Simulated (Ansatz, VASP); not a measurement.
This is a calculation of Ir for Ansatz 0.2.0.

File input.yaml:

```yaml
crystal:
  lattice:
    - [0.0, 1.9156, 1.9156]
    - [1.9156, 0.0, 1.9156]
    - [1.9156, 1.9156, 0.0]
  atoms:
    - { symbol: Ir, position: [0.0, 0.0, 0.0] }
kpoints:
  mp_grid: { grid: [7, 7, 7] }
scf:
  occupations: { method: fermi_dirac, width: 0.03 }
hamiltonian:
  xc: pbe
  pseudopotentials: { kind: all_electron, lapw: { basis_error: 0.003 } }
output:
  forces: true
  stress: true
  eigenvalues: true
```

Potentials or basis: all-electron LAPW, scalar-relativistic.

Command:

```sh
$ ansatz run input.yaml --threads 1 --pin off --max-ram 2560MiB --backend cpu --events-out ev --progress --plain --runs-dir out
```

Set up the same calculation for VASP 6.6.1. Potentials there: VASP PAW PBE potentials, release 64 (Ir).

As run (the cutoff follows the program's own potentials):

File INCAR:

```
PREC = Accurate
ENCUT = 520
EDIFF = 1E-6
ISMEAR = -1
SIGMA = 0.03
LREAL = F
LASPH = T
NELM = 100
ALGO = Fast
ISIF = 2
LWAVE = F
LCHARG = T
GGA = PE
LELF = T
LVHAR = T
NBANDS = 10
```

KPOINTS

```
regular mesh
0
Gamma
  7 7 7
```

The input POSCAR:

```
Ir
1.0
    0.0000000000      1.9156000000      1.9156000000
    1.9156000000      0.0000000000      1.9156000000
    1.9156000000      1.9156000000      0.0000000000
Ir
1
Direct
    0.0000000000      0.0000000000      0.0000000000
```

Potentials or basis: VASP PAW PBE potentials, release 64 (Ir).

The run is started by

```sh
$ cat potpaw_PBE.64/Ir/POTCAR > POTCAR
$ mpirun -np 1 vasp_std > vasp.out
```

Both were run:

|  | VASP | Ansatz | Ansatz less VASP |
| --- | --- | --- | --- |
| gap on the k mesh at the Fermi level (eV) | none | none | - |
| pressure (GPa) | 10.9 | 10.3 | -0.63 |

A gap of «none» marks a metal or a gap that the smearing closes. Ansatz ran all-electron here, and VASP with PAW potentials.

The k mesh is coarse, so the values compare programs but aren't converged. Spin-orbit coupling is off throughout.
